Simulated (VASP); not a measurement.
# CdSe (scan) (P6_3mc) in VASP: further runs

Runs on CdSe (scan). Level: r2SCAN. Tasks: single point.

Everything below comes from runs of VASP 6.6.1. Logs are shortened: lines on timing, memory, paths and dates and some standing lists are left out, and cuts for length are marked.

### 1 The cell of the first run

It takes space group P6_3mc (No. 186, hexagonal). Conventional cell: a = 4.300 Å, b = 4.300 Å, c = 7.011 Å, α = 90.00°, β = 90.00°, γ = 120.00°. Within 3.5 Å of Cd (site symmetry 3m) lie 4 Se at 2.63 to 2.64 Å. Se (site symmetry 3m) has 4 Cd at 2.63 to 2.64 Å within 3.5 Å.

### 2 Single point, r2SCAN

The input, POSCAR:

```
CdSe
1.0
    4.3000000000      0.0000000000      0.0000000000
   -2.1500000000      3.7239092363      0.0000000000
    0.0000000000      0.0000000000      7.0110000000
Cd Se
2 2
Direct
    0.3333333333      0.6666666667      0.0000000000
    0.6666666667      0.3333333333      0.5000000000
    0.3333333333      0.6666666667      0.3760000000
    0.6666666667      0.3333333333      0.8760000000
```

The input, INCAR.step1:

```
PREC = Accurate
ENCUT = 550
ISMEAR = 0
SIGMA = 0.1
LREAL = False
LASPH = True
NELM = 120
NBANDS = 26
GGA = PE
ALGO = Normal
EDIFF = 1E-5
LWAVE = True
LCHARG = False
GGA_COMPAT = False
```

The input, INCAR.step2:

```
PREC = Accurate
ENCUT = 550
EDIFF = 1E-6
ISMEAR = 0
SIGMA = 0.1
LREAL = False
LASPH = True
NELM = 120
ALGO = Normal
ISIF = 2
LWAVE = False
LCHARG = True
METAGGA = R2SCAN
LMIXTAU = True
LELF = True
LVHAR = True
NBANDS = 26
ISTART = 1
GGA_COMPAT = False
```

The input, KPOINTS:

```
regular mesh
0
Gamma
  6 6 4
```

Potentials or basis: VASP PAW PBE potentials, release 64 (Cd, Se).

Run with:

```console
$ cat potpaw_PBE.64/Cd/POTCAR potpaw_PBE.64/Se/POTCAR > POTCAR
$ cp INCAR.step1 INCAR
$ mpirun -np 1 vasp_std > vasp.out
$ cp INCAR.step2 INCAR
$ mpirun -np 1 vasp_std > vasp.out
```

OUTCAR:

```text
PREC = Accurate
   ENCUT = 550
   EDIFF = 1E-6
   ISMEAR = 0
   LREAL = False
   LASPH = True
   NELM = 120
   ISIF = 2
   METAGGA = R2SCAN
   ISTART = 1

 ion  position               nearest neighbor table
   1  0.333  0.667  0.000-   4 2.63   4 2.63   4 2.63   3 2.64
   2  0.667  0.333  0.500-   3 2.63   3 2.63   3 2.63   4 2.64
   3  0.333  0.667  0.376-   2 2.63   2 2.63   2 2.63   1 2.64
   4  0.667  0.333  0.876-   1 2.63   1 2.63   1 2.63   2 2.64

  LATTYP: Found a hexagonal cell.
 ALAT       =     4.3000000000
 C/A-ratio  =     1.6304651163

  Lattice vectors:

 A1 = (   4.3000000000,   0.0000000000,   0.0000000000)
 A2 = (  -2.1500000000,   3.7239092363,   0.0000000000)
 A3 = (   0.0000000000,   0.0000000000,   7.0110000000)

Analysis of symmetry for initial positions (statically):
=====================================================================
 Subroutine PRICEL returns:
 Original cell was already a primitive cell.

 Routine SETGRP: Setting up the symmetry group for a
 hexagonal supercell.

 Subroutine GETGRP returns: Found 12 space group operations
 (whereof  6 operations were pure point group operations)
 out of a pool of 24 trial point group operations.

The static configuration has the point symmetry C_3v.
 The point group associated with its full space group is C_6v.

Analysis of symmetry for dynamics (positions and initial velocities):
=====================================================================
 Subroutine PRICEL returns:
 Original cell was already a primitive cell.

 Routine SETGRP: Setting up the symmetry group for a
 hexagonal supercell.

 Subroutine GETGRP returns: Found 12 space group operations
 (whereof  6 operations were pure point group operations)
 out of a pool of 24 trial point group operations.

The dynamic configuration has the point symmetry C_3v.
 The point group associated with its full space group is C_6v.

 Subroutine INISYM returns: Found 12 space group operations
 (whereof  6 operations are pure point group operations),
 and found     1 'primitive' translations

----------------------------------------------------------------------------------------

                                     Primitive cell

  volume of cell :     112.2658

  direct lattice vectors                    reciprocal lattice vectors
     4.300000000  0.000000000  0.000000000     0.232558140  0.134267504  0.000000000
    -2.150000000  3.723909236  0.000000000     0.000000000  0.268535009  0.000000000
     0.000000000  0.000000000  7.011000000     0.000000000  0.000000000  0.142633005

  length of vectors
     4.300000000  4.300000000  7.011000000     0.268535009  0.268535009  0.142633005

  position of ions in fractional coordinates (direct lattice)
     0.333333333  0.666666667  0.000000000
     0.666666667  0.333333333  0.500000000
     0.333333333  0.666666667  0.376000000
     0.666666667  0.333333333  0.876000000

  ion indices of the primitive-cell ions
   primitive index   ion index
                 1           1
                 2           2
                 3           3
                 4           4

----------------------------------------------------------------------------------------

 KPOINTS: regular mesh

Automatic generation of k-mesh.
 Grid dimensions read from file:
 generate k-points for:    6    6    4

 Generating k-lattice:

  Cartesian coordinates                     Fractional coordinates (reciprocal lattice)
     0.038759690  0.022377917  0.000000000     0.166666667  0.000000000  0.000000000
     0.000000000  0.044755835  0.000000000     0.000000000  0.166666667  0.000000000
     0.000000000  0.000000000  0.035658251     0.000000000  0.000000000  0.250000000

  Length of vectors
     0.044755835  0.044755835  0.035658251

  Shift w.r.t. Gamma in fractional coordinates (k-lattice)
     0.000000000  0.000000000  0.000000000

 Subroutine IBZKPT returns following result:
 ===========================================

 Found     21 irreducible k-points:

 Following reciprocal coordinates:
            Coordinates               Weight
  0.000000  0.000000  0.000000      1.000000
  0.166667  0.000000  0.000000      6.000000
  0.333333  0.000000  0.000000      6.000000
  0.500000  0.000000  0.000000      3.000000
  0.166667  0.166667  0.000000      6.000000
  0.333333  0.166667  0.000000     12.000000
[... 13 lines left out ...]
  0.333333  0.166667  0.500000     12.000000
  0.333333  0.333333  0.500000      2.000000
   k-points           NKPTS =     21   k-points in BZ     NKDIM =     21   number of bands    NBANDS=     26
   number of dos      NEDOS =    301   number of ions     NIONS =      4
   total plane-waves  NPLWV =  69984
   dimension x,y,z NGX =    36 NGY =   36 NGZ =   54
   dimension x,y,z NGXF=    72 NGYF=   72 NGZF=  108
   ions per type =               2   2
   NGX,Y,Z   is equivalent  to a cutoff of  13.92, 13.92, 12.80 a.u.
   NGXF,Y,Z  is equivalent  to a cutoff of  27.84, 27.84, 25.61 a.u.
 SYSTEM =  unknown system
   PREC   = accura    normal or accurate (medium, high low for compatibility)
   ISTART =      1    job   : 0-new  1-cont  2-samecut
   ICHARG =      0    charge: 1-file 2-atom 10-const
   ISPIN  =      1    spin polarized calculation?
   LNONCOLLINEAR =      F non collinear calculations
   LSORBIT =      F    spin-orbit coupling
   LASPH  =      T    aspherical Exc in radial PAW
   ENCUT  =  550.0 eV  40.42 Ry    6.36 a.u.   8.22  8.22 13.41*2*pi/ulx,y,z
   NELM   =    120;   NELMIN=  2; NELMDL=  0     # of ELM steps
   EDIFF  = 0.1E-05   stopping-criterion for ELM
   LREAL  =      F    real-space projection
   EDIFFG = 0.1E-04   stopping-criterion for IOM
   NSW    =      0    number of steps for IOM
   IBRION =     -1    ionic relax: 0-MD 1-quasi-New 2-CG
   NFREE  =      0    steps in history (QN), initial steepest desc. (CG)
   ISIF   =      2    stress and relaxation
   ISYM   =      2    0-nonsym 1-usesym 2-fastsym
   POTIM  = 0.5000    time-step for ionic-motion
   TEBEG  =    0.0;   TEEND  =   0.0 temperature during run
   PSTRESS=    0.0 pullay stress
   NELECT =      36.0000    total number of electrons
   NUPDOWN=      -1.0000    fix difference up-down
   EMIN   =  10.00;   EMAX   =-10.00  energy-range for DOS
   EFERMI =   0.00;   METHOD = LEGACY
   ISMEAR =     0;   SIGMA  =   0.10  broadening in eV -4-tet -1-fermi 0-gaus
   EFERMI_NEDOS =   21; number of points for ismear=-14 and -15
   IALGO  =     38    algorithm
   IMIX   =      4    mixing-type and parameters
     AMIX     =   0.40;   BMIX     =  1.00
     AMIX_MAG =   1.60;   BMIX_MAG =  1.00
  volume/ion in A,a.u.               =      28.07       189.40
  Fermi-wavevector in a.u.,A,eV,Ry     =   1.120538  2.117509 17.083541  1.255605
  Thomas-Fermi vector in A             =   2.257185
   LORBIT       =      0    0 simple, 1 ext, 2 COOP (PROOUT), +10 PAW based schemes
   METAGGA = R2SCAN    functional components
   LHFCALC =     F    Hartree Fock is set to
   AEXX    =    0.0000 exact exchange contribution
   IVDW    =     0    specifies the selected vdW correction
   LEPSILON=     F    determine dielectric tensor
   LRPA    =     F    only Hartree local field effects (RPA)
 non-spin polarized calculation
 Gauss-broadening in eV      SIGMA  =   0.10
  energy-cutoff  :      550.00
  volume of cell :      112.27
 maximum number of plane-waves:      3309
 NGX is ok and might be reduce to    36
   NGX = 17   NGY = 17   NGZ = 27

 number of electron      35.9999995 magnetization

 Free energy of the ion-electron system (eV)
  ---------------------------------------------------
  ext. energy  EPLUGINS =         0.00000000
  ---------------------------------------------------
  free energy    TOTEN  =       -71.80962558 eV

  energy without entropy =      -71.80962558  energy(sigma->0) =      -71.80962558

 E-fermi :   1.1136     XC(G=0):  -9.4309

 val. band max:        0.6648237317   @ k =   0.0000   0.0000   0.0000
 cond. band min:       1.8266197069   @ k =   0.0000   0.0000   0.0000
 fundamental gap:      1.1617959753
 Fermi energy:         1.1135521834

 k-point     1 :       0.0000    0.0000    0.0000
  band No.  band energies     occupation
      1     -12.3739      2.00000
      2     -11.9865      2.00000
      3      -7.5003      2.00000
      4      -7.4944      2.00000
      5      -7.4944      2.00000
      6      -7.4203      2.00000
[... 18 lines left out ...]
     25       8.2471      0.00000
     26       8.8328      0.00000

 k-point     2 :       0.1667    0.0000    0.0000
  band No.  band energies     occupation
      1     -12.2891      2.00000
      2     -11.9487      2.00000
      3      -7.4735      2.00000
      4      -7.4639      2.00000
      5      -7.4244      2.00000
      6      -7.3784      2.00000
[... 18 lines left out ...]
     25       8.3500      0.00000
     26       8.8999      0.00000

 k-point     3 :       0.3333    0.0000    0.0000
  band No.  band energies     occupation
      1     -12.1044      2.00000
      2     -11.8851      2.00000
      3      -7.4265      2.00000
      4      -7.4146      2.00000
      5      -7.3015      2.00000
      6      -7.2921      2.00000
[... 18 lines left out ...]
     25       8.9869      0.00000
     26       9.5599      0.00000

 k-point     4 :       0.5000    0.0000    0.0000
  band No.  band energies     occupation
      1     -11.9937      2.00000
      2     -11.8704      2.00000
      3      -7.4101      2.00000
      4      -7.3976      2.00000
      5      -7.2520      2.00000
      6      -7.2343      2.00000
[... 18 lines left out ...]
     25       9.1064      0.00000
     26      10.9989      0.00000
[... 409 lines left out ...]
      1     -12.0209      2.00000
      2     -12.0209      2.00000
      3      -7.3880      2.00000
      4      -7.3880      2.00000
      5      -7.3650      2.00000
      6      -7.3650      2.00000
[... 18 lines left out ...]
     25       8.7185      0.00000
     26       8.7185      0.00000

 k-point    20 :       0.3333    0.1667    0.5000
  band No.  band energies     occupation
      1     -11.9257      2.00000
      2     -11.9257      2.00000
      3      -7.3589      2.00000
      4      -7.3589      2.00000
      5      -7.3269      2.00000
      6      -7.3269      2.00000
[... 18 lines left out ...]
     25       9.2093      0.00000
     26       9.2093      0.00000

 k-point    21 :       0.3333    0.3333    0.5000
  band No.  band energies     occupation
      1     -11.8947      2.00000
      2     -11.8947      2.00000
      3      -7.3362      2.00000
      4      -7.3362      2.00000
      5      -7.3247      2.00000
      6      -7.3247      2.00000
[... 18 lines left out ...]
     25      10.0068      0.00000
     26      10.0070      0.00000

------------------------ aborting loop because EDIFF is reached ----------------------------------------

  FORCE on cell =-STRESS in cart. coord.  units (eV):
  Direction    XX          YY          ZZ          XY          YZ          ZX
  --------------------------------------------------------------------------------------
  -------------------------------------------------------------------------------------
  Total        1.2647369      1.2647369      1.2584161      0.0000000      0.0000000      0.0000000
  in kB       18.0494210     18.0494210     17.9592150      0.0000000      0.0000000      0.0000000
  external PRESSURE =      18.0193523 kB  Pullay stress =       0.0000000 kB

 VOLUME and BASIS-vectors are now :
 -----------------------------------------------------------------------------
  energy-cutoff  :      550.00
  volume of cell :      112.27
      direct lattice vectors                 reciprocal lattice vectors
     4.300000000  0.000000000  0.000000000     0.232558140  0.134267504  0.000000000
    -2.150000000  3.723909236  0.000000000     0.000000000  0.268535009  0.000000000
     0.000000000  0.000000000  7.011000000     0.000000000  0.000000000  0.142633005

 POSITION                                       TOTAL-FORCE (eV/Angst)
 -----------------------------------------------------------------------------------
     -0.00000      2.48261      0.00000         0.000000     -0.000000      0.005956
      2.15000      1.24130      3.50550        -0.000000      0.000000      0.005956
     -0.00000      2.48261      2.63614         0.000000      0.000000     -0.005956
      2.15000      1.24130      6.14164        -0.000000      0.000000     -0.005956
 -----------------------------------------------------------------------------------
    total drift:                               -0.000000      0.000000     -0.002606

  FREE ENERGIE OF THE ION-ELECTRON SYSTEM (eV)
  ---------------------------------------------------
  free  energy   TOTEN  =       -71.8096255781 eV

  energy  without entropy=      -71.8096255781  energy(sigma->0) =      -71.80962558
```

Run time: 3.2 min. Hardware: 1 thread of Intel Xeon 6975P-C, shared host; peak memory 0.3 GiB.

Results:

```yaml
Free_energy: -71.8096 eV
Pressure: 1.8 GPa
Largest_force: 0.006 eV/Å
Band_gap_on_the_k_mesh: 1.16 eV, direct
```

Forces on the atoms (eV/Å):
```
Cd   0.000  0.000  0.006
Cd   0.000  0.000  0.006
Se   0.000  0.000 -0.006
Se   0.000  0.000 -0.006
```

Caveat: the PAW data sets were made with another functional, which shifts forces and pressure a little.

### 3 Single point, r2SCAN

This run uses another cell than the first one, of 28.86 Å³/atom, 1.028 times its volume.

The input, POSCAR:

```
CdSe
1.0
    4.3399220130      0.0000000000      0.0000000000
   -2.1699610065      3.7584827137      0.0000000000
    0.0000000000      0.0000000000      7.0783849383
Cd Se
2 2
Direct
    0.3333333333      0.6666666667      0.0000547021
    0.6666666667      0.3333333333      0.5000547021
    0.3333333333      0.6666666667      0.3759452979
    0.6666666667      0.3333333333      0.8759452979
```

The input, INCAR.step1:

```
SYSTEM = CdSe
PREC = Accurate ; ENCUT = 550
ISMEAR = 0 ; SIGMA = 0.02
LREAL = .False. ; LASPH = .True.
NELM = 120 ; NBANDS = 26
GGA = PE ; ALGO = Normal
EDIFF = 1E-5 ; LWAVE = .True.
LCHARG = .False. ; GGA_COMPAT = .False.
```

The input, INCAR.step2:

```
SYSTEM = CdSe
PREC = Accurate ; ENCUT = 550
EDIFF = 1E-6 ; ISMEAR = 0
SIGMA = 0.02 ; LREAL = .False.
LASPH = .True. ; NELM = 120
ALGO = Normal ; ISIF = 2
LWAVE = .False. ; LCHARG = .False.
METAGGA = R2SCAN ; LMIXTAU = .True.
NBANDS = 26 ; ISTART = 1
GGA_COMPAT = .False.
```

The input, KPOINTS:

```
Automatic mesh
0
Gamma
  9 9 4
  0 0 0
```

Potentials or basis: VASP PAW PBE potentials, release 64 (Cd, Se).

Run with:

```console
$ cat potpaw_PBE.64/Cd/POTCAR potpaw_PBE.64/Se/POTCAR > POTCAR
$ cp INCAR.step1 INCAR
$ mpirun -np 1 vasp_std > vasp.out
$ cp INCAR.step2 INCAR
$ mpirun -np 1 vasp_std > vasp.out
```

OUTCAR:

```text
SYSTEM = CdSe
   PREC = Accurate
   ENCUT = 550
   EDIFF = 1E-6
   ISMEAR = 0
   LREAL = .False.
   LASPH = .True.
   NELM = 120
   ISIF = 2
   METAGGA = R2SCAN
   ISTART = 1

 ion  position               nearest neighbor table
   1  0.333  0.667  0.000-   4 2.66   4 2.66   4 2.66   3 2.66
   2  0.667  0.333  0.500-   3 2.66   3 2.66   3 2.66   4 2.66
   3  0.333  0.667  0.376-   2 2.66   2 2.66   2 2.66   1 2.66
   4  0.667  0.333  0.876-   1 2.66   1 2.66   1 2.66   2 2.66

  LATTYP: Found a hexagonal cell.
 ALAT       =     4.3399220130
 C/A-ratio  =     1.6309935794

  Lattice vectors:

 A1 = (   4.3399220130,   0.0000000000,   0.0000000000)
 A2 = (  -2.1699610065,   3.7584827137,   0.0000000000)
 A3 = (   0.0000000000,   0.0000000000,   7.0783849383)

Analysis of symmetry for initial positions (statically):
=====================================================================
 Subroutine PRICEL returns:
 Original cell was already a primitive cell.

 Routine SETGRP: Setting up the symmetry group for a
 hexagonal supercell.

 Subroutine GETGRP returns: Found 12 space group operations
 (whereof  6 operations were pure point group operations)
[... 172 lines left out ...]

 val. band max:        0.4436058815   @ k =   0.0000   0.0000   0.0000
 cond. band min:       1.5376622034   @ k =   0.0000   0.0000   0.0000
 fundamental gap:      1.0940563219
 Fermi energy:         0.5767834772

 k-point     1 :       0.0000    0.0000    0.0000
  band No.  band energies     occupation
      1     -12.4352      2.00000
      2     -12.0729      2.00000
      3      -7.6319      2.00000
      4      -7.6262      2.00000
      5      -7.6262      2.00000
      6      -7.5577      2.00000
[... 685 lines left out ...]
     25       9.6429      0.00000
     26       9.6429      0.00000

 [... further k-points ...]

------------------------ aborting loop because EDIFF is reached ----------------------------------------

  FORCE on cell =-STRESS in cart. coord.  units (eV):
  Direction    XX          YY          ZZ          XY          YZ          ZX
  --------------------------------------------------------------------------------------
  -------------------------------------------------------------------------------------
  Total        0.1610789      0.1610789      0.1641828      0.0000000      0.0000000      0.0000000
  in kB        2.2352212      2.2352212      2.2782925      0.0000000      0.0000000      0.0000000
  external PRESSURE =       2.2495783 kB  Pullay stress =       0.0000000 kB

 VOLUME and BASIS-vectors are now :
 -----------------------------------------------------------------------------
  energy-cutoff  :      550.00
  volume of cell :      115.46
      direct lattice vectors                 reciprocal lattice vectors
     4.339922013  0.000000000  0.000000000     0.230418887  0.133032406  0.000000000
    -2.169961006  3.758482714  0.000000000     0.000000000  0.266064813  0.000000000
     0.000000000  0.000000000  7.078384938     0.000000000  0.000000000  0.141275165

 POSITION                                       TOTAL-FORCE (eV/Angst)
 -----------------------------------------------------------------------------------
     -0.00000      2.50566      0.00039        -0.000000     -0.000000      0.000481
      2.16996      1.25283      3.53958         0.000000     -0.000000      0.000481
     -0.00000      2.50566      2.66109        -0.000000      0.000000     -0.000481
      2.16996      1.25283      6.20028        -0.000000     -0.000000     -0.000481
 -----------------------------------------------------------------------------------
    total drift:                               -0.000000     -0.000000     -0.003328

  FREE ENERGIE OF THE ION-ELECTRON SYSTEM (eV)
  ---------------------------------------------------
  free  energy   TOTEN  =       -71.8329405543 eV

  energy  without entropy=      -71.8329405543  energy(sigma->0) =      -71.83294055
```

OSZICAR.step1:

```text
N       E                     dE             d eps       ncg     rms          rms(c)
DAV:   1     0.246343938430E+03    0.24634E+03   -0.17689E+04  1872   0.130E+03
DAV:   2     0.149591107386E+01   -0.24485E+03   -0.23724E+03  2042   0.314E+02
DAV:   3    -0.116181170493E+02   -0.13114E+02   -0.13038E+02  2226   0.722E+01
DAV:   4    -0.117298082108E+02   -0.11169E+00   -0.11158E+00  2068   0.628E+00
DAV:   5    -0.117305065578E+02   -0.69835E-03   -0.69832E-03  2130   0.483E-01    0.833E+00
DAV:   6    -0.110057817840E+02    0.72472E+00   -0.12468E+00  2218   0.107E+01    0.662E+00
DAV:   7    -0.109732260760E+02    0.32556E-01   -0.50329E-01  1966   0.359E+00    0.259E+00
DAV:   8    -0.109724567008E+02    0.76938E-03   -0.48975E-02  1970   0.220E+00    0.375E-01
DAV:   9    -0.109725456544E+02   -0.88954E-04   -0.67527E-03  2046   0.931E-01    0.987E-02
DAV:  10    -0.109727064339E+02   -0.16078E-03   -0.78300E-04  1966   0.300E-01    0.714E-02
DAV:  11    -0.109728007338E+02   -0.94300E-04   -0.22375E-04  1928   0.845E-02    0.283E-02
DAV:  12    -0.109727929962E+02    0.77375E-05   -0.41196E-05  2028   0.660E-02
   1 F= -.10972793E+02 E0= -.10972793E+02  d E =-.177174E-16
```

It took 5 min on 1 thread of Intel Xeon 6975P-C, shared host; peak memory 0.34 GiB.

What came out:

```
Free energy            : -71.8329 eV
Pressure               : 0.2 GPa
Band gap on the k mesh : 1.09 eV, direct
```

Caveat: the PAW data sets were made with another functional, which shifts forces and pressure a little.
